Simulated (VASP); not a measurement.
# ZnO (P6_3mc) in VASP: a series of runs

The runs below take ZnO through relaxation of shape and atoms at fixed volume, relaxation of cell and atoms, with PBE.

Everything below comes from runs of VASP 6.6.1. Logs are shortened: lines on timing, memory, paths and dates and some standing lists are left out, and cuts for length are marked.

### 1 The cell of the first run

The structure is hexagonal, space group P6_3mc (No. 186). Conventional cell: a = 3.213 Å, b = 3.213 Å, c = 5.185 Å, α = 90.00°, β = 90.00°, γ = 120.00°. Zn (site symmetry 3m) has 4 O at 1.96 to 1.97 Å within 2.6 Å. O (site symmetry 3m) has 4 Zn at 1.96 to 1.97 Å within 2.6 Å.

### 2 Relaxation of shape and atoms at fixed volume, PBE (11.59 Å³/atom)

INCAR reads:

```
PREC = Accurate ; ENCUT = 600
EDIFF = 1E-7 ; ISMEAR = 0
SIGMA = 0.02 ; LREAL = False
LASPH = True ; NELM = 80
ALGO = Normal ; ISIF = 4
LWAVE = False ; LCHARG = False
GGA = PE ; IBRION = 2
NSW = 50 ; EDIFFG = -0.01
```

KPOINTS reads:

```
regular mesh
0
Gamma
  9 9 6
```

POSCAR reads:

```
ZnO
1.0
    3.2126949973      0.0000000000      0.0000000000
   -1.6063474987      2.7822754823      0.0000000000
    0.0000000000      0.0000000000      5.1850996727
Zn O
2 2
Direct
    0.3333333333      0.6666666667      0.8104565264
    0.6666666667      0.3333333333      0.3104565264
    0.6666666667      0.3333333333      0.6895524379
    0.3333333333      0.6666666667      0.1895524379
```

Potentials or basis: VASP PAW PBE potentials, release 64 (Zn, O).

Run with:

```bash
$ cat potpaw_PBE.64/Zn/POTCAR potpaw_PBE.64/O/POTCAR > POTCAR
$ mpirun -np 1 vasp_std > vasp.out
```

OUTCAR:

```text
PREC = Accurate
   ENCUT = 600
   EDIFF = 1E-7
   ISMEAR = 0
   LREAL = False
   LASPH = True
   NELM = 80
   ISIF = 4
   GGA = PE
   IBRION = 2
   NSW = 50
   EDIFFG = -0.01

 ion  position               nearest neighbor table
   1  0.333  0.667  0.810-   3 1.96   3 1.96   3 1.96   4 1.97
   2  0.667  0.333  0.310-   4 1.96   4 1.96   4 1.96   3 1.97
   3  0.667  0.333  0.690-   1 1.96   1 1.96   1 1.96   2 1.97
   4  0.333  0.667  0.190-   2 1.96   2 1.96   2 1.96   1 1.97

  LATTYP: Found a hexagonal cell.
 ALAT       =     3.2126949973
 C/A-ratio  =     1.6139408431

  Lattice vectors:

 A1 = (   3.2126949973,   0.0000000000,   0.0000000000)
 A2 = (  -1.6063474987,   2.7822754823,   0.0000000000)
 A3 = (   0.0000000000,   0.0000000000,   5.1850996727)

Analysis of symmetry for initial positions (statically):
=====================================================================
 Subroutine PRICEL returns:
 Original cell was already a primitive cell.

 Routine SETGRP: Setting up the symmetry group for a
 hexagonal supercell.

 Subroutine GETGRP returns: Found 12 space group operations
 (whereof  6 operations were pure point group operations)
 out of a pool of 24 trial point group operations.

The static configuration has the point symmetry C_3v.
 The point group associated with its full space group is C_6v.

Analysis of symmetry for dynamics (positions and initial velocities):
=====================================================================
 Subroutine PRICEL returns:
 Original cell was already a primitive cell.

 Routine SETGRP: Setting up the symmetry group for a
 hexagonal supercell.

 Subroutine GETGRP returns: Found 12 space group operations
 (whereof  6 operations were pure point group operations)
 out of a pool of 24 trial point group operations.

The dynamic configuration has the point symmetry C_3v.
 The point group associated with its full space group is C_6v.

 Subroutine INISYM returns: Found 12 space group operations
 (whereof  6 operations are pure point group operations),
 and found     1 'primitive' translations

----------------------------------------------------------------------------------------

                                     Primitive cell

  volume of cell :      46.3475

  direct lattice vectors                    reciprocal lattice vectors
     3.212694997  0.000000000  0.000000000     0.311265153  0.179709020  0.000000000
    -1.606347499  2.782275482  0.000000000     0.000000000  0.359418040  0.000000000
     0.000000000  0.000000000  5.185099673     0.000000000  0.000000000  0.192860323

  length of vectors
     3.212694997  3.212694997  5.185099673     0.359418040  0.359418040  0.192860323

  position of ions in fractional coordinates (direct lattice)
     0.333333333  0.666666667  0.810456526
     0.666666667  0.333333333  0.310456526
     0.666666667  0.333333333  0.689552438
     0.333333333  0.666666667  0.189552438

  ion indices of the primitive-cell ions
   primitive index   ion index
                 1           1
                 2           2
                 3           3
                 4           4

----------------------------------------------------------------------------------------

 KPOINTS: regular mesh

Automatic generation of k-mesh.
 Grid dimensions read from file:
 generate k-points for:    9    9    6

 Generating k-lattice:

  Cartesian coordinates                     Fractional coordinates (reciprocal lattice)
     0.034585017  0.019967669  0.000000000     0.111111111  0.000000000  0.000000000
     0.000000000  0.039935338  0.000000000     0.000000000  0.111111111  0.000000000
     0.000000000  0.000000000  0.032143387     0.000000000  0.000000000  0.166666667

  Length of vectors
     0.039935338  0.039935338  0.032143387

  Shift w.r.t. Gamma in fractional coordinates (k-lattice)
     0.000000000  0.000000000  0.000000000

 Subroutine IBZKPT returns following result:
 ===========================================

 Found     48 irreducible k-points:

 Following reciprocal coordinates:
            Coordinates               Weight
  0.000000  0.000000  0.000000      1.000000
  0.111111  0.000000  0.000000      6.000000
  0.222222 -0.000000  0.000000      6.000000
  0.333333  0.000000  0.000000      6.000000
  0.444444 -0.000000  0.000000      6.000000
  0.111111  0.111111  0.000000      6.000000
[... 16 lines left out ...]
  0.333333  0.222222  0.166667     24.000000
  0.333333  0.333333  0.166667      4.000000
 [... further k-points ...]
   k-points           NKPTS =     48   k-points in BZ     NKDIM =     48   number of bands    NBANDS=     22
   number of dos      NEDOS =    301   number of ions     NIONS =      4
   total plane-waves  NPLWV =  32928
   dimension x,y,z NGX =    28 NGY =   28 NGZ =   42
   dimension x,y,z NGXF=    56 NGYF=   56 NGZF=   84
   ions per type =               2   2
   NGX,Y,Z   is equivalent  to a cutoff of  14.49, 14.49, 13.47 a.u.
   NGXF,Y,Z  is equivalent  to a cutoff of  28.98, 28.98, 26.93 a.u.
 SYSTEM =  unknown system
   PREC   = accura    normal or accurate (medium, high low for compatibility)
   ISTART =      0    job   : 0-new  1-cont  2-samecut
   ICHARG =      2    charge: 1-file 2-atom 10-const
   ISPIN  =      1    spin polarized calculation?
   LNONCOLLINEAR =      F non collinear calculations
   LSORBIT =      F    spin-orbit coupling
   LASPH  =      T    aspherical Exc in radial PAW
   ENCUT  =  600.0 eV  44.10 Ry    6.64 a.u.   6.42  6.42 10.36*2*pi/ulx,y,z
   NELM   =     80;   NELMIN=  2; NELMDL= -5     # of ELM steps
   EDIFF  = 0.1E-06   stopping-criterion for ELM
   LREAL  =      F    real-space projection
   EDIFFG = -.1E-01   stopping-criterion for IOM
   NSW    =     50    number of steps for IOM
   IBRION =      2    ionic relax: 0-MD 1-quasi-New 2-CG
   NFREE  =      1    steps in history (QN), initial steepest desc. (CG)
   ISIF   =      4    stress and relaxation
   ISYM   =      2    0-nonsym 1-usesym 2-fastsym
   POTIM  = 0.5000    time-step for ionic-motion
   TEBEG  =    0.0;   TEEND  =   0.0 temperature during run
   PSTRESS=    0.0 pullay stress
   NELECT =      36.0000    total number of electrons
   NUPDOWN=      -1.0000    fix difference up-down
   EMIN   =  10.00;   EMAX   =-10.00  energy-range for DOS
   EFERMI =   0.00;   METHOD = LEGACY
   ISMEAR =     0;   SIGMA  =   0.02  broadening in eV -4-tet -1-fermi 0-gaus
   EFERMI_NEDOS =   21; number of points for ismear=-14 and -15
   IALGO  =     38    algorithm
   IMIX   =      4    mixing-type and parameters
     AMIX     =   0.40;   BMIX     =  1.00
     AMIX_MAG =   1.60;   BMIX_MAG =  1.00
  volume/ion in A,a.u.               =      11.59        78.19
  Fermi-wavevector in a.u.,A,eV,Ry     =   1.504874  2.843799 30.812369  2.264645
  Thomas-Fermi vector in A             =   2.615796
   LORBIT       =      0    0 simple, 1 ext, 2 COOP (PROOUT), +10 PAW based schemes
   GGA     = PE    functional components
   LHFCALC =     F    Hartree Fock is set to
   AEXX    =    0.0000 exact exchange contribution
   IVDW    =     0    specifies the selected vdW correction
   LEPSILON=     F    determine dielectric tensor
   LRPA    =     F    only Hartree local field effects (RPA)
 conjugate gradient relaxation of ions
 non-spin polarized calculation
 Gauss-broadening in eV      SIGMA  =   0.02
  energy-cutoff  :      600.00
  volume of cell :       46.35
 maximum number of plane-waves:      1564
 NGX is ok and might be reduce to    28
   NGX = 13   NGY = 13   NGZ = 21

 number of electron      36.0000000 magnetization

 Free energy of the ion-electron system (eV)
  ---------------------------------------------------
  ext. energy  EPLUGINS =         0.00000000
  ---------------------------------------------------
  free energy    TOTEN  =       -17.76333730 eV

  energy without entropy =      -17.76333730  energy(sigma->0) =      -17.76333730

 E-fermi :   1.5952     XC(G=0): -11.0547

 val. band max:        1.4537352962   @ k =   0.0000   0.0000   0.0000
 cond. band min:       2.2727614151   @ k =   0.0000   0.0000   0.0000
 fundamental gap:      0.8190261188
 Fermi energy:         1.5951770466

 k-point     1 :       0.0000    0.0000    0.0000
  band No.  band energies     occupation
      1     -16.8631      2.00000
      2     -16.1022      2.00000
      3      -4.4082      2.00000
      4      -4.3815      2.00000
      5      -4.3815      2.00000
      6      -4.3340      2.00000
[... 14 lines left out ...]
     21       9.7309      0.00000
     22      14.4999      0.00000

 k-point     2 :       0.1111    0.0000    0.0000
  band No.  band energies     occupation
      1     -16.7918      2.00000
      2     -16.0704      2.00000
      3      -4.4698      2.00000
      4      -4.3408      2.00000
      5      -4.3039      2.00000
      6      -4.2912      2.00000
[... 14 lines left out ...]
     21       9.7206      0.00000
     22      13.2928      0.00000

 k-point     3 :       0.2222   -0.0000    0.0000
  band No.  band energies     occupation
      1     -16.6014      2.00000
      2     -15.9941      2.00000
      3      -4.6349      2.00000
      4      -4.2915      2.00000
      5      -4.2454      2.00000
      6      -4.1486      2.00000
[... 14 lines left out ...]
     21       9.6709      0.00000
     22      11.5695      0.00000
[... 476 lines left out ...]
 k-point    23 :       0.3333    0.2222    0.1667
  band No.  band energies     occupation
      1     -16.0616      2.00000
      2     -15.9165      2.00000
      3      -4.4881      2.00000
      4      -4.2899      2.00000
      5      -4.1085      2.00000
      6      -3.9148      2.00000
[... 14 lines left out ...]
     21       9.6447      0.00000
     22      10.2028      0.00000

 k-point    24 :       0.3333    0.3333    0.1667
  band No.  band energies     occupation
      1     -15.9614      2.00000
      2     -15.9614      2.00000
      3      -4.4125      2.00000
      4      -4.1375      2.00000
      5      -4.1375      2.00000
      6      -3.8038      2.00000
[... 14 lines left out ...]
     21       9.3463      0.00000
     22       9.6522      0.00000

 [... further k-points ...]

------------------------ aborting loop because EDIFF is reached ----------------------------------------

  FORCE on cell =-STRESS in cart. coord.  units (eV):
  Direction    XX          YY          ZZ          XY          YZ          ZX
  --------------------------------------------------------------------------------------
  -------------------------------------------------------------------------------------
  Total        2.9488603      2.9488603      2.9252442     -0.0000000      0.0000000      0.0000000
  in kB      101.9384531    101.9384531    101.1220760     -0.0000000      0.0000000      0.0000000
  external PRESSURE =     101.6663274 kB  Pullay stress =       0.0000000 kB

 VOLUME and BASIS-vectors are now :
 -----------------------------------------------------------------------------
  energy-cutoff  :      600.00
  volume of cell :       46.35
      direct lattice vectors                 reciprocal lattice vectors
     3.212694997  0.000000000  0.000000000     0.311265153  0.179709020  0.000000000
    -1.606347499  2.782275482  0.000000000     0.000000000  0.359418040  0.000000000
     0.000000000  0.000000000  5.185099673     0.000000000  0.000000000  0.192860323

 POSITION                                       TOTAL-FORCE (eV/Angst)
 -----------------------------------------------------------------------------------
     -0.00000      1.85485      4.20230        -0.000000      0.000000      0.003665
      1.60635      0.92743      1.60975         0.000000     -0.000000      0.003665
      1.60635      0.92743      3.57540        -0.000000      0.000000     -0.003665
     -0.00000      1.85485      0.98285         0.000000      0.000000     -0.003665
 -----------------------------------------------------------------------------------
    total drift:                               -0.000000     -0.000000     -0.001943

  FREE ENERGIE OF THE ION-ELECTRON SYSTEM (eV)
  ---------------------------------------------------
  free  energy   TOTEN  =       -17.7633372996 eV

  energy  without entropy=      -17.7633372996  energy(sigma->0) =      -17.76333730

 reached required accuracy - stopping structural energy minimisation
```

Run time: 72 s. Hardware: 1 thread of Intel Xeon 6975P-C (Granite Rapids), shared host; peak memory 0.2 GiB.

What came out:

| Property | Result |
| --- | --- |
| Free energy | -17.7633 eV |
| Pressure after relaxing | 10.2 GPa |
| Largest force after relaxing | 0.004 eV/Å |
| Band gap on the k mesh | 0.82 eV |

Forces in eV/Å, atoms in the order of the input:
```
Zn   0.000  0.000  0.004
Zn   0.000  0.000  0.004
O    0.000  0.000 -0.004
O    0.000  0.000 -0.004
```

Final structure:
```yaml
crystal:
  lattice:
    - [3.21270, 0.00000, 0.00000]
    - [-1.60635, 2.78228, 0.00000]
    - [0.00000, 0.00000, 5.18510]
  atoms:
    - { symbol: Zn, position: [0.33333, 0.66667, 0.81046] }
    - { symbol: Zn, position: [0.66667, 0.33333, 0.31046] }
    - { symbol: O, position: [0.66667, 0.33333, 0.68955] }
    - { symbol: O, position: [0.33333, 0.66667, 0.18955] }
```

Caveat: the relaxation stopped at its first step, so nothing moved.

### 3 Relaxation of shape and atoms at fixed volume, PBE (11.96 Å³/atom)

This run uses another cell than the first one, of 11.96 Å³/atom.

INCAR reads:

```
SYSTEM = ZnO
PREC     = Accurate       ! precision mode
ENCUT    = 600            ! plane-wave cutoff, eV
EDIFF    = 1E-6           ! SCF threshold, eV
ISMEAR   = 0              ! smearing method
SIGMA    = 0.02           ! smearing width, eV
LREAL    = .False.        ! projectors in reciprocal space
LASPH    = .True.         ! aspherical terms in the spheres
NELM     = 100            ! most SCF steps
ALGO     = Normal         ! electronic algorithm
ISIF     = 4              ! what is computed and relaxed
LWAVE    = .False.        ! write WAVECAR
LCHARG   = .False.        ! write CHGCAR
GGA      = PE             ! functional
IBRION   = 2              ! ionic algorithm
NSW      = 50             ! ionic steps
EDIFFG   = -0.01          ! ionic threshold
```

KPOINTS reads:

```
Automatic mesh
0
Gamma
  9 9 6
  0 0 0
```

POSCAR reads:

```
ZnO
1.0
    3.2465153248      0.0000000000      0.0000000000
   -1.6232576624      2.8115647450      0.0000000000
    0.0000000000      0.0000000000      5.2396836805
Zn O
2 2
Direct
    0.3333333333      0.6666666667      0.8104565264
    0.6666666667      0.3333333333      0.3104565264
    0.6666666667      0.3333333333      0.6895524379
    0.3333333333      0.6666666667      0.1895524379
```

Potentials or basis: VASP PAW PBE potentials, release 64 (Zn, O).

Run with:

```bash
$ cat potpaw_PBE.64/Zn/POTCAR potpaw_PBE.64/O/POTCAR > POTCAR
$ mpirun -np 1 vasp_std > vasp.out
```

Run time: 36 s. Hardware: 1 thread of Intel Xeon Platinum 8488C (Sapphire Rapids), shared host; peak memory 0.2 GiB.

It converged, with:

* Free energy: -17.8358 eV
* Pressure after relaxing: 5.1 GPa
* Band gap on the k mesh: 0.77 eV

Final structure:
```
CELL_PARAMETERS angstrom
3.24652 0.00000 0.00000
-1.62326 2.81156 0.00000
0.00000 0.00000 5.23968
ATOMIC_POSITIONS crystal
Zn 0.33333 0.66667 0.81046
Zn 0.66667 0.33333 0.31046
O 0.66667 0.33333 0.68955
O 0.33333 0.66667 0.18955
```

Levels at points of the mesh, in eV from the valence-band top:
```
           k point  band 16  band 17  band 18  band 19  band 20  band 21
(0.00, 0.00, 0.00)    -0.09     0.00     0.00     0.77     5.21     8.17
(0.00, 0.00, 0.50)    -0.39    -0.39    -0.39     3.44     3.44    10.04
```

Caveat: the relaxation stopped at its first step, so nothing moved.

(Part 1 of 2 ends here.)
